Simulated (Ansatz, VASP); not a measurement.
# ZnS in VASP and in Ansatz

```
Zn S
1.0
     3.89670    0.00000    0.00000
    -1.94835    3.37465    0.00000
     0.00000    0.00000    6.30372
Zn S
2 2
Cartesian
  -0.1324 2.2498 0.0328
  2.0808 1.1249 3.1846
  0.1070 2.2498 2.3942
  1.8413 1.1249 5.5460
```

Change from the starting cell: mode 4 frozen in at -0.131 Å, equal normal strain along x and y +0.0133.

Alike in both runs: task single point; functional PBE; k mesh 9 × 9 × 4; occupations gaussian, width 0.05 eV; no spin polarisation.

```csv
,VASP,Ansatz
version,VASP 6.6.1,Ansatz 0.2.0
potentials or method,"VASP PAW PBE potentials, release 64 (Zn, S), cutoff 520 eV","scalar-relativistic, plane waves, PAW"
valence electrons in the cell,36,36
```

```csv
,VASP,Ansatz,Ansatz less VASP
gap on the k mesh at the Fermi level (eV),1.93,1.93,-0.001
least direct gap on the mesh (eV),1.93,1.93,-0.001
pressure (GPa),-1.7,-1.8,-0.13
"traceless stress, the component that is largest in VASP (GPa)",0.87,0.87,-0.003
rms of the force components (eV/Å),0.070,0.071,+0.0008
```

Atom by atom the forces differ by 0.001 eV/Å (rms over components). With one functional, cell and mesh, what is left measures potentials, basis and numerics.
